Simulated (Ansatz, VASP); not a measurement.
# Two plane-wave programs on HCN

INCAR

```
SYSTEM = HCN
  ALGO = Normal
  EDIFF = 1E-6
  ENCUT = 520
  GGA = PE
  ISIF = 2
  ISMEAR = -1
  LASPH = .TRUE.
  LCHARG = .FALSE.
  LREAL = .FALSE.
  LWAVE = .FALSE.
  NBANDS = 12
  NELM = 100
  PREC = Accurate
  SIGMA = 0.05
```

KPOINTS

```
k-points
0
G
  8 8 8
  0 0 0
```

File POSCAR:

```
HCN
1.0
   -2.3160580000      2.3160580000      2.1599010000
    2.3160580000     -2.3160580000      2.1599010000
    2.3160580000      2.3160580000     -2.1599010000
N C H
1 1 1
Direct
    0.2719290000      0.2719290000      0.0000000000
    0.0036740000      0.0036740000      0.0000000000
    0.7520970000      0.7520970000      0.0000000000
```

Contents of input.yaml:

```yaml
crystal:
  lattice:
    - [-2.316058, 2.316058, 2.159901]
    - [2.316058, -2.316058, 2.159901]
    - [2.316058, 2.316058, -2.159901]
  atoms:
    - { symbol: "N", position: [0.271929, 0.271929, 0.0] }
    - { symbol: C, position: [0.003674, 0.003674, 0.0] }
    - { symbol: H, position: [0.752097, 0.752097, 0.0] }
hamiltonian:
  xc: pbe
  pseudopotentials: { kind: paw, source: jth }
kpoints:
  mp_grid: { grid: [8, 8, 8] }
  band_path:
    path:
      - [[0.0, 0.0, 0.0], [0.0, 0.0, 0.5], [-0.5, 0.5, 0.5], [0.0, 0.0, 0.0], [0.4674246791, 0.4674246791, -0.4674246791], [0.25, 0.25, 0.25], [0.0, 0.5, 0.0], [-0.4674246791, 0.5325753209, 0.4674246791], [-0.5, 0.5, 0.5]]
      - [[0.0, 0.0, 0.5], [0.25, 0.25, 0.25]]
    npoints: 14
scf:
  occupations: { method: fermi_dirac, width: 0.05 }
  n_extra_bands: 7
output:
  forces: true
  stress: true
  eigenvalues: true
  fatbands: false
```

Alike in both runs: functional PBE; k mesh 8 × 8 × 8; occupations fermi-dirac, width 0.05 eV; no spin polarisation.

|  | VASP | Ansatz |
| --- | --- | --- |
| version | VASP 6.6.1 | Ansatz 0.2.0 |
| potentials or method | VASP PAW PBE potentials, release 64 (N, C, H) | JTH PAW |
| plane-wave cutoff (eV) | 520 | 1320 |
| valence electrons in the cell | 10 | 10 |
| task | single point | band structure |

|  | VASP | Ansatz | Ansatz less VASP |
| --- | --- | --- | --- |
| gap on the k mesh at the Fermi level (eV) | 6.79 | 6.78 | -0.004 |
| least direct gap on the mesh (eV) | 7.05 | 7.05 | +0.006 |
| pressure (GPa) | 0.4 | 0.1 | -0.34 |
| traceless stress, the component that is largest in VASP (GPa) | 0.33 | -0.59 | -0.925 |
| rms of the force components (eV/Å) | 0.070 | 0.128 | +0.0580 |

Atom by atom the forces differ by 0.167 eV/Å (rms over components). One of these differences is far larger than is usual between the two programs; its cause wasn't traced.

Noted on VASP's run: the standard files for N, O and F lose accuracy on very short bonds.
